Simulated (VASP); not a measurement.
Write the native input for VASP 6.6.1 that does the following.

```yaml
Task: single point
Functional: PBE
Potentials_or_basis: VASP PAW PBE potentials, release 64 (Ta_pv, F)
Cutoff: 600 eV
k_mesh: 9 × 9 × 4
Occupations: gaussian, width 0.2 eV
Spin: no spin polarisation
Dipole_correction: no
Further_INCAR_settings: ALGO = Normal; EDIFF = 1e-06; NBANDS = 16
```

The structure of TaF lies in POSCAR:

```
TaF
1.0
    2.8824064533      0.0000000033      0.0000000000
   -1.4412032295      2.4962372109      0.0000000000
    0.0000000000      0.0000000000      4.1401902807
Ta F
1 1
Direct
    0.0000000000      0.0000000000      0.5000000000
    0.0000000000      0.0000000000      0.0000000000
```

The cell was generated, and may not be a known phase.

These files were run (other wordings do the same):

INCAR

```
  ALGO = Normal
  EDIFF = 1E-6
  ENCUT = 600
  GGA = PE
  GGA_COMPAT = False
  ISIF = 2
  ISMEAR = 0
  LASPH = True
  LCHARG = False
  LREAL = False
  LWAVE = False
  NBANDS = 16
  NELM = 120
  PREC = Accurate
  SIGMA = 0.2
```

KPOINTS

```
k-points
0
Gamma
  9 9 4
```

Potentials or basis: VASP PAW PBE potentials, release 64 (Ta_pv, F).

Launch:

```sh
$ cat potpaw_PBE.64/Ta_pv/POTCAR potpaw_PBE.64/F/POTCAR > POTCAR
$ mpirun -np 1 vasp_std > vasp.out
```

It gave:

```
Pressure               : 0.0 GPa
Band gap on the k mesh : zero (bands 9 and 10 overlap by 1.58 eV)
```

Caveat: the k points lie up to 0.38 Å⁻¹ apart, too coarse for converged energies and pressures of a metal; spin-orbit coupling is left out, which moves the levels of the heavy elements.

Run time: 14 s on 1 thread of Intel(R) Xeon(R) Platinum 8375C CPU @ 2.90GHz (Ice Lake) (shared host), peak memory 0.17 GiB.
